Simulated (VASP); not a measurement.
# SnO (Pmn2_1) in VASP: notebook, part 2 of 3

VASP 6.6.1. The steps go on from the part before.

## 5. Relaxation of shape and atoms at fixed volume, PBE+D3(BJ) (16.49 Å³/atom)

This run uses another cell than the first one, of 16.49 Å³/atom.

Input file INCAR:

```
SYSTEM = SnO
ALGO     = Normal         ! electronic algorithm
EDIFF    = 1E-7           ! SCF threshold, eV
EDIFFG   = -0.01          ! ionic threshold
ENCUT    = 600            ! plane-wave cutoff, eV
GGA      = PE             ! functional
IBRION   = 2              ! ionic algorithm
ISIF     = 4              ! what is computed and relaxed
ISMEAR   = 0              ! smearing method
IVDW     = 12             ! dispersion correction
LASPH    = .True.         ! aspherical terms in the spheres
LCHARG   = .False.        ! write CHGCAR
LREAL    = .False.        ! projectors in reciprocal space
LWAVE    = .False.        ! write WAVECAR
NELM     = 60             ! most SCF steps
NSW      = 50             ! ionic steps
PREC     = Accurate       ! precision mode
SIGMA    = 0.02           ! smearing width, eV
```

Input file KPOINTS:

```
k-points
0
Gamma
  8 6 6
  0 0 0
```

Input file POSCAR:

```
SnO
1.0
    3.2879851105      0.0000000000      0.0000000000
    0.0000000000      5.5435865068      0.0000000000
    0.0000000000      0.0000000000      3.6179198838
Sn O
2 2
Direct
    0.0000000000      0.2433317483      0.5428882348
    0.5000000000      0.7566682517      0.0428882348
    0.0000000000      0.8751246812      0.7071127652
    0.5000000000      0.1248753188      0.2071127652
```

Potentials or basis: VASP PAW PBE potentials, release 64 (Sn_d, O).

Run with:

```bash
> cat potpaw_PBE.64/Sn_d/POTCAR potpaw_PBE.64/O/POTCAR > POTCAR
> mpirun -np 1 vasp_std > vasp.out
```

OUTCAR:

```text
SYSTEM = SnO
   EDIFF = 1E-7
   EDIFFG = -0.01
   ENCUT = 600
   GGA = PE
   IBRION = 2
   ISIF = 4
   ISMEAR = 0
   IVDW = 12
   LASPH = .True.
   LREAL = .False.
   NELM = 60
   NSW = 50
   PREC = Accurate
 IVDW          = 12

 ion  position               nearest neighbor table
   1  0.000  0.243  0.543-   3 2.13   4 2.15   4 2.15   2 3.64   2 3.64   2 3.64   2 3.64   2 3.75
                             2 3.75   2 3.75   2 3.75
   2  0.500  0.757  0.043-   4 2.13   3 2.15   3 2.15   1 3.64   1 3.64   1 3.64   1 3.64   1 3.75
                             1 3.75   1 3.75   1 3.75
   3  0.000  0.875  0.707-   1 2.13   2 2.15   2 2.15
   4  0.500  0.125  0.207-   2 2.13   1 2.15   1 2.15

  LATTYP: Found a simple orthorhombic cell.
 ALAT       =     3.2879851105
 B/A-ratio  =     1.1003455801
 C/A-ratio  =     1.6860132636

  Lattice vectors:

 A1 = (  -3.2879851105,   0.0000000000,   0.0000000000)
 A2 = (   0.0000000000,   0.0000000000,   3.6179198838)
 A3 = (   0.0000000000,   5.5435865068,   0.0000000000)

Analysis of symmetry for initial positions (statically):
=====================================================================
 Subroutine PRICEL returns:
 Original cell was already a primitive cell.

 Routine SETGRP: Setting up the symmetry group for a
 simple orthorhombic supercell.

 Subroutine GETGRP returns: Found  4 space group operations
 (whereof  2 operations were pure point group operations)
 out of a pool of  8 trial point group operations.

The static configuration has the point symmetry C_1h.
 The point group associated with its full space group is C_2v.

Analysis of symmetry for dynamics (positions and initial velocities):
=====================================================================
 Subroutine PRICEL returns:
 Original cell was already a primitive cell.

 Routine SETGRP: Setting up the symmetry group for a
 simple orthorhombic supercell.

 Subroutine GETGRP returns: Found  4 space group operations
 (whereof  2 operations were pure point group operations)
 out of a pool of  8 trial point group operations.

The dynamic configuration has the point symmetry C_1h.
 The point group associated with its full space group is C_2v.

[... 119 lines left out ...]
   IALGO  =     38    algorithm
   IMIX   =      4    mixing-type and parameters
     AMIX     =   0.40;   BMIX     =  1.00
     AMIX_MAG =   1.60;   BMIX_MAG =  1.00
  volume/ion in A,a.u.               =      16.49       111.25
  Fermi-wavevector in a.u.,A,eV,Ry     =   1.385803  2.618789 26.129323  1.920451
  Thomas-Fermi vector in A             =   2.510179
   LORBIT       =      0    0 simple, 1 ext, 2 COOP (PROOUT), +10 PAW based schemes
   GGA     = PE    functional components
   LHFCALC =     F    Hartree Fock is set to
   AEXX    =    0.0000 exact exchange contribution
   IVDW    =    12    specifies the selected vdW correction
   LEPSILON=     F    determine dielectric tensor
   LRPA    =     F    only Hartree local field effects (RPA)
 conjugate gradient relaxation of ions
 non-spin polarized calculation
 Gauss-broadening in eV      SIGMA  =   0.02
  energy-cutoff  :      600.00
  volume of cell :       65.94
 maximum number of plane-waves:      2220
 NGX is ok and might be reduce to    28
   NGX = 13   NGY = 23   NGZ = 15

--------------------------------------- Ionic step        1  -------------------------------------------

 number of electron      40.0000001 magnetization

 Free energy of the ion-electron system (eV)
  ---------------------------------------------------
  ext. energy  EPLUGINS =         0.00000000
  ---------------------------------------------------
  free energy    TOTEN  =       -22.18064155 eV

  energy without entropy =      -22.18064155  energy(sigma->0) =      -22.18064155

------------------------ aborting loop because EDIFF is reached ----------------------------------------

 Edisp (eV)   -1.00388

 E8    (eV) :    -0.4355
[... 111 lines left out ...]
  FREE ENERGIE OF THE ION-ELECTRON SYSTEM (eV)
  ---------------------------------------------------
  free  energy   TOTEN  =       -23.2043355214 eV

  energy  without entropy=      -23.2043355214  energy(sigma->0) =      -23.20433552

[... ionic steps 4 to 8 ...]

--------------------------------------- Ionic step        9  -------------------------------------------

 number of electron      40.0000017 magnetization

------------------------ aborting loop because EDIFF is reached ----------------------------------------
[... 79 lines left out ...]
--------------------------------------- Ionic step       11  -------------------------------------------

 number of electron      40.0000018 magnetization

 Free energy of the ion-electron system (eV)
  ---------------------------------------------------
  ext. energy  EPLUGINS =         0.00000000
  ---------------------------------------------------
  free energy    TOTEN  =       -22.20411611 eV

  energy without entropy =      -22.20411611  energy(sigma->0) =      -22.20411611

 E-fermi :   7.2973     XC(G=0): -10.6764

 val. band max:        7.1501841638   @ k =   0.0000   0.0000   0.0000
 cond. band min:       8.1358236976   @ k =   0.3750   0.5000   0.0000
 fundamental gap:      0.9856395337
 Fermi energy:         7.2973163612

 k-point     1 :       0.0000    0.0000    0.0000
  band No.  band energies     occupation
      1     -14.2331      2.00000
      2     -13.9494      2.00000
      3     -13.9220      2.00000
      4     -13.8125      2.00000
      5     -13.7941      2.00000
      6     -13.7856      2.00000
[... 637 lines left out ...]
     23      11.8557      0.00000
     24      12.1422      0.00000

 [... further k-points ...]

------------------------ aborting loop because EDIFF is reached ----------------------------------------

 Edisp (eV)   -1.00378

 E8    (eV) :    -0.4354
[... 27 lines left out ...]
  FREE ENERGIE OF THE ION-ELECTRON SYSTEM (eV)
  ---------------------------------------------------
  free  energy   TOTEN  =       -23.2078966741 eV

  energy  without entropy=      -23.2078966741  energy(sigma->0) =      -23.20789667

 reached required accuracy - stopping structural energy minimisation
```

OSZICAR:

```text
N       E                     dE             d eps       ncg     rms          rms(c)
DAV:   1     0.439631238620E+03    0.43963E+03   -0.22903E+04  3896   0.286E+03
DAV:   2     0.376205219526E+02   -0.40201E+03   -0.39445E+03  4064   0.632E+02
DAV:   3    -0.235711663141E+02   -0.61192E+02   -0.60700E+02  4816   0.209E+02
[... 100 lines left out ...]
DAV:   2    -0.222041311612E+02   -0.22471E-04   -0.53188E-04  4936   0.259E-01    0.244E-02
DAV:   3    -0.222041175981E+02    0.13563E-04   -0.28482E-05  5416   0.704E-02    0.103E-02
DAV:   4    -0.222041161340E+02    0.14641E-05   -0.89827E-06  6072   0.309E-02    0.286E-03
DAV:   5    -0.222041161196E+02    0.14460E-07   -0.10052E-06  4080   0.942E-03    0.112E-03
DAV:   6    -0.222041161118E+02    0.77889E-08   -0.52226E-08  2200   0.226E-03
  11 F= -.23207897E+02 E0= -.23207897E+02  d E =-.498277E-04
```

CONTCAR:

```text
SnO
   1.00000000000000
     3.3148184754461849    0.0000000000000000    0.0000000000000000
     0.0000000000000000    5.5740555814795272    0.0000000000000000
     0.0000000000000000    0.0000000000000000    3.5690166251905913
  Sn              O
     2     2
Direct
     0.0000000000000000    0.2467125701381812    0.5505836667800794
     0.5000000000000000    0.7532874298618187    0.0505836667800794
     0.0000000000000000    0.8726071319893981    0.6994173332199252
     0.5000000000000000    0.1273928680106018    0.1994173332199252

  0.00000000E+00  0.00000000E+00  0.00000000E+00
  0.00000000E+00  0.00000000E+00  0.00000000E+00
  0.00000000E+00  0.00000000E+00  0.00000000E+00
  0.00000000E+00  0.00000000E+00  0.00000000E+00
```

Run time: 22 min. Hardware: 1 thread of Oxide Virtual Turin-like, shared host; peak memory 0.26 GiB.

What came out:

- Free energy: -23.2079 eV
- Energy gained by relaxing: 5.8 meV/atom
- Ionic steps: 11
- Pressure after relaxing: 3.4 GPa
- Largest force after relaxing: 0.004 eV/Å
- Band gap on the k mesh: 0.99 eV (least direct gap 1.59 eV)
- Dispersion energy per atom: -0.251 eV

Forces on the atoms (eV/Å):
```
Sn   0.000  0.001 -0.003
Sn   0.000 -0.001 -0.003
O    0.000 -0.003  0.003
O    0.000  0.003  0.003
```

Stress tensor (GPa, compression positive):
```
3.40 0.00 0.00
0.00 3.41 0.00
0.00 0.00 3.31
```

The path:
| step | energy change (eV) | largest force (eV/Å) | pressure (GPa) | volume (Å³) |
| --- | --- | --- | --- | --- |
| 1 | 0.0000 | 0.5817 | 6.23 | 65.94 |
| 2 | -0.0197 | 0.0690 | 3.92 | 65.94 |
| 3 | -0.0198 | 0.0675 | 3.77 | 65.94 |
| 4 | -0.0211 | 0.0611 | 3.66 | 65.94 |
| 5 | -0.0215 | 0.0778 | 3.57 | 65.94 |
| 6 | -0.0224 | 0.0253 | 3.48 | 65.94 |
| 7 | -0.0226 | 0.0304 | 3.41 | 65.94 |
| 8 | -0.0229 | 0.0268 | 3.41 | 65.94 |
| 9 | -0.0233 | 0.0175 | 3.43 | 65.94 |
| 10 | -0.0234 | 0.0156 | 3.34 | 65.94 |
| 11 | -0.0234 | 0.0043 | 3.37 | 65.94 |

Final structure:
```
Sn O
1.0
     3.31482    0.00000    0.00000
     0.00000    5.57406    0.00000
     0.00000    0.00000    3.56902
Sn O
2 2
Cartesian
  0.0000 1.3752 1.9650
  1.6574 4.1989 0.1805
  0.0000 4.8640 2.4962
  1.6574 0.7101 0.7117
```

Levels at points of the mesh, in eV from the valence-band top:
```tsv
k point	band 17	band 18	band 19	band 20	band 21	band 22	band 23	band 24
(0.00, 0.00, 0.00)	-4.00	-2.77	-2.45	0.00	3.26	4.17	6.75	7.14
(0.50, 0.00, 0.00)	-2.93	-2.93	-1.31	-1.31	2.44	2.44	5.99	5.99
(0.00, 0.50, 0.00)	-3.90	-2.83	-2.22	-1.75	3.20	5.01	5.66	6.22
(0.50, 0.50, 0.00)	-2.86	-2.86	-1.46	-1.46	2.08	2.08	6.32	6.32
(0.00, 0.00, 0.50)	-3.25	-3.25	-1.30	-1.30	2.34	2.34	5.96	5.96
(0.50, 0.00, 0.50)	-4.00	-4.00	-1.78	-1.78	1.99	1.99	4.84	4.84
(0.00, 0.50, 0.50)	-3.24	-3.24	-1.64	-1.64	2.04	2.04	6.06	6.06
(0.50, 0.50, 0.50)	-4.35	-4.35	-0.72	-0.72	2.11	2.11	4.27	4.27
```

Caveat: spin-orbit coupling is left out, which moves the levels of the heavy elements. A k mesh can miss the band edges.

(Part 2 of 3 ends here.)
